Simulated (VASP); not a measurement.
InP:

```
In P
1.0
     0.00000    2.95379    2.95379
     2.95379    0.00000    2.95379
     2.95379    2.95379    0.00000
In P
1 1
Direct
  0.00000 0.00000 0.00000
  0.25000 0.25000 0.25000
```

Base run:

| Item | Value |
| --- | --- |
| Program | VASP 6.6.1 |
| Functional | PBE |
| Potentials or basis | VASP PAW PBE potentials, release 64 (In_d, P) |
| Cutoff | 520 eV |
| k mesh | 6 × 6 × 6 |
| Occupations | gaussian, width 0.01 eV |
| Spin | no spin polarisation |

Its results: band gap on the k mesh 0.58 eV, direct; pressure 1.6 GPa.

Problem. The run is repeated on the same cell with these changes: functional from PBE to r2SCAN. What comes out?

Solution. Band gap on the k mesh 1.03 eV, direct; pressure -0.1 GPa.

r2SCAN gives the wider gap, since meta-GGAs in the generalised Kohn-Sham scheme recover part of the derivative discontinuity.

Caveats: spin-orbit coupling is left out, which moves the levels of the heavy elements; the PAW data sets were made with another functional, which shifts forces and pressure a little (some runs).

